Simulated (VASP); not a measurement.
A run of VASP 6.6.1 is set up as follows.

Contents of POSCAR:

```
LaB6
1.0
    4.1960947170      0.0000000000      0.0000000000
    0.0000000000      4.1960947170      0.0000000000
    0.0000000000      0.0000000000      4.1960947170
La B
1 6
Direct
    0.0000000000      0.0000000000      0.0000000000
    0.2003843944      0.5000000000      0.5000000000
    0.7996156056      0.5000000000      0.5000000000
    0.5000000000      0.5000000000      0.2003843944
    0.5000000000      0.5000000000      0.7996156056
    0.5000000000      0.2003843944      0.5000000000
    0.5000000000      0.7996156056      0.5000000000
```

File INCAR.step1:

```
ALGO = Normal
EDIFF = 1E-4
ENCUT = 520
GGA = PE
ISMEAR = 0
LASPH = True
LCHARG = False
LREAL = False
LWAVE = True
NBANDS = 24
NELM = 100
PREC = Accurate
SIGMA = 0.05
```

Contents of INCAR.step2:

```
ALGO = Normal
EDIFF = 1E-6
ENCUT = 520
ISIF = 2
ISMEAR = 0
ISTART = 1
IVDW = 12
LASPH = True
LCHARG = False
LMIXTAU = True
LREAL = False
LWAVE = False
METAGGA = R2SCAN
NBANDS = 24
NELM = 100
PREC = Accurate
SIGMA = 0.05
VDW_A1 = 0.49484001
VDW_A2 = 5.73083694
VDW_S6 = 1.0
VDW_S8 = 0.78981345
```

The input KPOINTS:

```
k-points
0
Gamma
  6 6 6
```

Potentials or basis: VASP PAW PBE potentials, release 64 (La, B).

The run is started by

```sh
$ cat potpaw_PBE.64/La/POTCAR potpaw_PBE.64/B/POTCAR > POTCAR
$ cp INCAR.step1 INCAR
$ mpirun -np 1 vasp_std > vasp.out
$ cp INCAR.step2 INCAR
$ mpirun -np 1 vasp_std > vasp.out
```

Estimate the largest force.

0.019 eV/Å.

Predict the dispersion energy per atom.

-0.117 eV.

What does it give for the pressure?

-7.2 GPa.

Forces in eV/Å, atoms in the order of the input:
```
La   0.000  0.000  0.000
B   -0.019  0.000  0.000
B    0.019  0.000  0.000
B    0.000  0.000 -0.019
B    0.000  0.000  0.019
B    0.000 -0.019  0.000
B    0.000  0.019  0.000
```

Caveat: three body term missing; the PAW data sets were made with another functional, which shifts forces and pressure a little; pairwise dispersion overbinds metals, which lowers pressure and volume.
